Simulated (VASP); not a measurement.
Crystal: Ge.

```
Ge
1.0
    -2.57449    2.57449    1.39741
     2.57449   -2.57449    1.39741
     2.57449    2.57449   -1.39741
Ge
2
Direct
  0.25000 0.75000 0.50000
  0.50000 0.50000 0.00000
```

- Program: VASP 6.6.1
- Task: relaxation of cell and atoms
- Functional: LDA
- Potentials or basis: VASP PAW LDA potentials, release 64 (Ge_d)
- Cutoff: 600 eV
- k mesh: 12 × 12 × 12
- Occupations: methfessel-paxton, width 0.1 eV
- Spin: no spin polarisation

At the start: pressure -2.7 GPa; volume 18.52 Å³/atom.

Where does the relaxation end?

Over 7 steps the energy falls by 5.2 meV/atom and the volume is 17.92 Å³/atom (-3.2 %); space group I4_1/amd (No. 141, to 0.1 Å) before and after.

Step by step:
| step | energy change (eV) | largest force (eV/Å) | pressure (GPa) | volume (Å³) |
| --- | --- | --- | --- | --- |
| 1 | 0.0000 | 0.0000 | -2.68 | 37.05 |
| 2 | -0.0087 | 0.0000 | 0.82 | 35.41 |
| 3 | -0.0102 | 0.0000 | 0.03 | 35.85 |
| 4 | -0.0102 | 0.0000 | 0.14 | 35.83 |
| 5 | -0.0104 | 0.0000 | 0.22 | 35.84 |
| 6 | -0.0104 | 0.0000 | 0.15 | 35.84 |
| 7 | -0.0104 | 0.0000 | 0.05 | 35.85 |

Final structure:
```cif
data_structure
_symmetry_space_group_name_H-M 'P 1'
_symmetry_Int_Tables_number 1
_cell_length_a 3.8500
_cell_length_b 3.8500
_cell_length_c 3.8500
_cell_angle_alpha 97.496
_cell_angle_beta 97.496
_cell_angle_gamma 137.653
_cell_volume 35.85
loop_
_atom_site_label
_atom_site_type_symbol
_atom_site_fract_x
_atom_site_fract_y
_atom_site_fract_z
_atom_site_occupancy
Ge1 Ge 0.25000 0.75000 0.50000 1
Ge2 Ge 0.50000 0.50000 0.00000 1
```
